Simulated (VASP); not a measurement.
BeC2: single point with PBEsol

The system is BeC2.

```
CELL_PARAMETERS angstrom
-1.75002 1.75002 2.87792
1.75002 -1.75002 2.87792
1.75002 1.75002 -2.87792
ATOMIC_POSITIONS crystal
Be 0.00000 0.00000 0.00000
C 0.41200 0.41200 0.00000
C 0.58800 0.58800 0.00000
```

This cell differs from its parent crystal: Sr replaced by Be, lengths x 0.829, strained.

| Property | Result |
| --- | --- |
| Program | VASP 6.6.1 |
| Task | single point |
| Functional | PBEsol |
| Potentials or basis | VASP PAW PBE potentials, release 64 (Be, C) |
| Cutoff | 520 eV |
| k mesh | 14 × 14 × 14 |
| Occupations | gaussian, width 0.02 eV |
| Spin | no spin polarisation |
| Dipole correction | no |
| Further INCAR settings | ALGO = Normal; EDIFF = 1e-06; NBANDS = 12 |

| Property | Result |
| --- | --- |
| Pressure | 41.2 GPa |
| Largest force | 43.570 eV/Å |
| Band gap on the k mesh | 0.39 eV |

Forces in eV/Å, atoms in the order of the input:
```
Be    0.000   0.000   0.000
C     0.000   0.000 -43.570
C     0.000   0.000  43.570
```

Stress tensor (GPa, compression positive):
```
-13.39   0.00   0.00
  0.00 -13.39   0.00
  0.00   0.00 150.28
```

Levels at points of the mesh, in eV from the valence-band top:
```tsv
k point	band 3	band 4	band 5	band 6	band 7	band 8
(0.00, 0.00, 0.00)	-3.32	-3.32	-1.48	5.51	5.59	5.97
(0.50, 0.00, 0.00)	-3.34	-3.10	-2.58	3.85	4.62	4.97
(0.50, 0.50, 0.00)	-4.61	-3.45	-2.65	2.97	3.37	6.83
(0.50, 0.50, 0.50)	-4.26	-4.26	0.00	0.39	6.80	7.53
```

It took 2 min on 1 thread of Intel Xeon 8259CL, with other jobs on the host, peak memory 0.23 GiB.

Caveat: the cell differs from its parent crystal (Sr replaced by Be, lengths x 0.829, strained); atoms lie so close that the PAW spheres overlap strongly, which falsifies energies and pressures; the cell stands under pressure; the PAW data sets were made with another functional, which shifts forces and pressure a little. A k mesh can miss the band edges.
